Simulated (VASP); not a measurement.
# Ta (P6_3/mmc) in VASP: relaxation of cell and atoms with BLYP+D3(BJ)

Aim: the relaxation of cell and atoms of Ta with BLYP+D3(BJ).

All numbers are computed with VASP 6.6.1; they aren't measurements. Logs are shortened: lines on timing, memory, paths and dates and some standing lists are left out, and cuts for length are marked.

### Step 1. The cell of the first run

Symmetry: P6_3/mmc, No. 194, hexagonal system. The conventional cell has a = 2.900 Å, b = 2.900 Å, c = 5.166 Å, α = 90.00°, β = 90.00°, γ = 120.00°. Within 3.8 Å of Ta (site symmetry -6m2) lie 12 Ta at 2.90 to 3.08 Å.

This isn't the form of Ta at room conditions, which is bcc.

### Step 2. Relaxation of cell and atoms, BLYP+D3(BJ)

INCAR reads:

```
PREC = Accurate
ENCUT = 500
EDIFF = 1E-7
ISMEAR = -1
SIGMA = 0.1
LREAL = False
LASPH = True
NELM = 120
ALGO = Normal
ISIF = 3
LWAVE = False
LCHARG = False
GGA = B5
ALDAX = 1.0
AGGAX = 1.0
AGGAC = 1.0
ALDAC = 0.0
IVDW = 12
VDW_S6 = 1.0
VDW_S8 = 2.6996
VDW_A1 = 0.4298
VDW_A2 = 4.2359
IBRION = 2
NSW = 80
EDIFFG = -0.02
GGA_COMPAT = False
NELMIN = 4
```

KPOINTS reads:

```
regular mesh
0
Gamma
  13 13 7
```

POSCAR reads:

```
Ta
1.0
    2.9003720000      0.0000000000      0.0000000000
   -1.4501860000      2.5117958324      0.0000000000
    0.0000000000      0.0000000000      5.1662740000
Ta
2
Direct
    0.6666666667      0.3333333333      0.7500000000
    0.3333333333      0.6666666667      0.2500000000
```

Potentials or basis: VASP PAW PBE potentials, release 64 (Ta_sv_GW).

Command:

```sh
> cat potpaw_PBE.64/Ta_sv_GW/POTCAR > POTCAR
> mpirun -np 1 vasp_std > vasp.out
```

OUTCAR:

```text
PREC = Accurate
   ENCUT = 500
   EDIFF = 1E-7
   ISMEAR = -1
   LREAL = False
   LASPH = True
   NELM = 120
   ISIF = 3
   GGA = B5
   IVDW = 12
   IBRION = 2
   NSW = 80
   EDIFFG = -0.02
   NELMIN = 4
 IVDW          = 12

 ion  position               nearest neighbor table
   1  0.667  0.333  0.750-   2 3.08   2 3.08   2 3.08   2 3.08   2 3.08   2 3.08
   2  0.333  0.667  0.250-   1 3.08   1 3.08   1 3.08   1 3.08   1 3.08   1 3.08

  LATTYP: Found a hexagonal cell.
 ALAT       =     2.9003720000
 C/A-ratio  =     1.7812453023

  Lattice vectors:

 A1 = (   2.9003720000,   0.0000000000,   0.0000000000)
 A2 = (  -1.4501860000,   2.5117958324,   0.0000000000)
 A3 = (   0.0000000000,   0.0000000000,   5.1662740000)

Analysis of symmetry for initial positions (statically):
=====================================================================
 Subroutine PRICEL returns:
 Original cell was already a primitive cell.

 Routine SETGRP: Setting up the symmetry group for a
 hexagonal supercell.

 Subroutine GETGRP returns: Found 24 space group operations
 (whereof 12 operations were pure point group operations)
 out of a pool of 24 trial point group operations.

The static configuration has the point symmetry D_3d.
 The point group associated with its full space group is D_6h.

Analysis of symmetry for dynamics (positions and initial velocities):
=====================================================================
 Subroutine PRICEL returns:
 Original cell was already a primitive cell.

 Routine SETGRP: Setting up the symmetry group for a
 hexagonal supercell.

 Subroutine GETGRP returns: Found 24 space group operations
 (whereof 12 operations were pure point group operations)
 out of a pool of 24 trial point group operations.

The dynamic configuration has the point symmetry D_3d.
 The point group associated with its full space group is D_6h.

 Subroutine INISYM returns: Found 24 space group operations
 (whereof 12 operations are pure point group operations),
 and found     1 'primitive' translations

----------------------------------------------------------------------------------------

                                     Primitive cell

  volume of cell :      37.6370

  direct lattice vectors                    reciprocal lattice vectors
     2.900372000  0.000000000  0.000000000     0.344783359  0.199060765  0.000000000
    -1.450186000  2.511795832  0.000000000     0.000000000  0.398121530  0.000000000
     0.000000000  0.000000000  5.166274000     0.000000000  0.000000000  0.193563098

  length of vectors
     2.900372000  2.900372000  5.166274000     0.398121530  0.398121530  0.193563098

[... 66 lines left out ...]
   dimension x,y,z NGXF=    48 NGYF=   48 NGZF=   80
   ions per type =               2
   NGX,Y,Z   is equivalent  to a cutoff of  13.76, 13.76, 12.87 a.u.
   NGXF,Y,Z  is equivalent  to a cutoff of  27.51, 27.51, 25.74 a.u.
 SYSTEM =  unknown system
   PREC   = accura    normal or accurate (medium, high low for compatibility)
   ISTART =      0    job   : 0-new  1-cont  2-samecut
   ICHARG =      2    charge: 1-file 2-atom 10-const
   ISPIN  =      1    spin polarized calculation?
   LNONCOLLINEAR =      F non collinear calculations
   LSORBIT =      F    spin-orbit coupling
   LASPH  =      T    aspherical Exc in radial PAW
   ENCUT  =  500.0 eV  36.75 Ry    6.06 a.u.   5.29  5.29  9.42*2*pi/ulx,y,z
   NELM   =    120;   NELMIN=  4; NELMDL= -5     # of ELM steps
   EDIFF  = 0.1E-06   stopping-criterion for ELM
   LREAL  =      F    real-space projection
   EDIFFG = -.2E-01   stopping-criterion for IOM
   NSW    =     80    number of steps for IOM
   IBRION =      2    ionic relax: 0-MD 1-quasi-New 2-CG
   NFREE  =      1    steps in history (QN), initial steepest desc. (CG)
   ISIF   =      3    stress and relaxation
   ISYM   =      2    0-nonsym 1-usesym 2-fastsym
   POTIM  = 0.5000    time-step for ionic-motion
   TEBEG  =    0.0;   TEEND  =   0.0 temperature during run
   PSTRESS=    0.0 pullay stress
   NELECT =      26.0000    total number of electrons
   NUPDOWN=      -1.0000    fix difference up-down
   EMIN   =  10.00;   EMAX   =-10.00  energy-range for DOS
   EFERMI =   0.00;   METHOD = LEGACY
   ISMEAR =    -1;   SIGMA  =   0.10  broadening in eV -4-tet -1-fermi 0-gaus
   EFERMI_NEDOS =   21; number of points for ismear=-14 and -15
   IALGO  =     38    algorithm
   IMIX   =      4    mixing-type and parameters
     AMIX     =   0.40;   BMIX     =  1.00
     AMIX_MAG =   1.60;   BMIX_MAG =  1.00
  volume/ion in A,a.u.               =      18.82       126.99
  Fermi-wavevector in a.u.,A,eV,Ry     =   1.447196  2.734805 28.495732  2.094377
  Thomas-Fermi vector in A             =   2.565179
   LORBIT       =      0    0 simple, 1 ext, 2 COOP (PROOUT), +10 PAW based schemes
   GGA     = B5    functional components
   LHFCALC =     F    Hartree Fock is set to
   AEXX    =    0.0000 exact exchange contribution
   IVDW    =    12    specifies the selected vdW correction
   LEPSILON=     F    determine dielectric tensor
   LRPA    =     F    only Hartree local field effects (RPA)
 conjugate gradient relaxation of ions
 non-spin polarized calculation
  energy-cutoff  :      500.00
  volume of cell :       37.64
 maximum number of plane-waves:       968
 NGX is ok and might be reduce to    24
   NGX = 11   NGY = 11   NGZ = 19

--------------------------------------- Ionic step        1  -------------------------------------------

 number of electron      26.0000002 magnetization

 Free energy of the ion-electron system (eV)
  ---------------------------------------------------
  ext. energy  EPLUGINS =         0.00000000
  ---------------------------------------------------
  free energy    TOTEN  =       -25.08656417 eV

  energy without entropy =      -24.99831887  energy(sigma->0) =      -25.04244152

------------------------ aborting loop because EDIFF is reached ----------------------------------------

 Edisp (eV)   -3.13086

 E8    (eV) :    -2.4925
[... 111 lines left out ...]
--------------------------------------- Ionic step        4  -------------------------------------------

 number of electron      25.9999997 magnetization

 Free energy of the ion-electron system (eV)
  ---------------------------------------------------
  ext. energy  EPLUGINS =         0.00000000
  ---------------------------------------------------
  free energy    TOTEN  =       -24.97676120 eV

  energy without entropy =      -24.89462218  energy(sigma->0) =      -24.93569169

 E-fermi :  11.5583     XC(G=0): -12.4259

 val. band max:       11.5488983026   @ k =   0.3077   0.0769   0.0000
 cond. band min:      11.5638436423   @ k =   0.2308   0.1538   0.1429
 fundamental gap:      0.0149453396
 Fermi energy:        11.5583251745

 k-point     1 :       0.0000    0.0000    0.0000
  band No.  band energies     occupation
      1     -55.6902      2.00000
      2     -55.6154      2.00000
      3     -22.9275      2.00000
      4     -21.9650      2.00000
      5     -21.8263      2.00000
      6     -21.8263      2.00000
[... 457 lines left out ...]
      4     -22.0963      2.00000
      5     -22.0642      2.00000
      6     -21.9634      2.00000
[... 9 lines left out ...]
     16      13.4239      0.00000
     17      13.8038      0.00000

 [... further k-points ...]

------------------------ aborting loop because EDIFF is reached ----------------------------------------

 Edisp (eV)   -3.29405

 E8    (eV) :    -2.6230
[... 25 lines left out ...]
  FREE ENERGIE OF THE ION-ELECTRON SYSTEM (eV)
  ---------------------------------------------------
  free  energy   TOTEN  =       -28.2708089909 eV

  energy  without entropy=      -28.1886699720  energy(sigma->0) =      -28.22973948

 reached required accuracy - stopping structural energy minimisation
```

CONTCAR:

```text
Ta
   1.00000000000000
     2.8518485059670731   -0.0000000000000000   -0.0000000000000000
    -1.4259242529835365    2.4697732538883614    0.0000000000000000
    -0.0000000000000000   -0.0000000000000000    5.0894803002124940
  Ta
     2
Direct
     0.6666666667000030    0.3333333332999970    0.7500000000000000
     0.3333333332999970    0.6666666667000030    0.2500000000000000

  0.00000000E+00  0.00000000E+00  0.00000000E+00
  0.00000000E+00  0.00000000E+00  0.00000000E+00
```

Run time: 2.1 min. Hardware: 1 thread of Intel Xeon 6975P-C (Granite Rapids), shared host; peak memory 0.21 GiB.

Results:

| Quantity | Value |
| --- | --- |
| Free energy | -28.2708 eV |
| Relaxed volume | 17.92 Å³/atom |
| Relaxed cell | a = 2.852 Å, b = 2.852 Å, c = 5.089 Å, α = 90.00°, β = 90.00°, γ = 120.00° |
| Space group after relaxing (to 0.1 Å) | P6_3/mmc (No. 194) |
| Energy gained by relaxing | 26.7 meV/atom |
| Ionic steps | 4 |
| Pressure after relaxing | 0.0 GPa |
| Band gap on the k mesh | zero (bands 13 and 14 overlap by 1.92 eV) |
| Dispersion energy per atom | -1.647 eV |

The path:
```
step  energy change (eV)  largest force (eV/Å)  pressure (GPa)  volume (Å³)
   1              0.0000                0.0000           -9.14        37.64
   2              0.2472                0.0000           27.90        32.09
   3             -0.0533                0.0000           -0.42        35.91
   4             -0.0534                0.0000           -0.05        35.85
```

Final structure:
```
Ta
1.0
     2.85185    0.00000    0.00000
    -1.42592    2.46977    0.00000
     0.00000    0.00000    5.08948
Ta
2
Direct
  0.66667 0.33333 0.75000
  0.33333 0.66667 0.25000
```

Caveat: the dispersion term is far too large for a dense solid, which distorts pressure and volume; the PAW data sets were made with another functional, which shifts forces and pressure a little; spin-orbit coupling is left out, which moves the levels of the heavy elements.
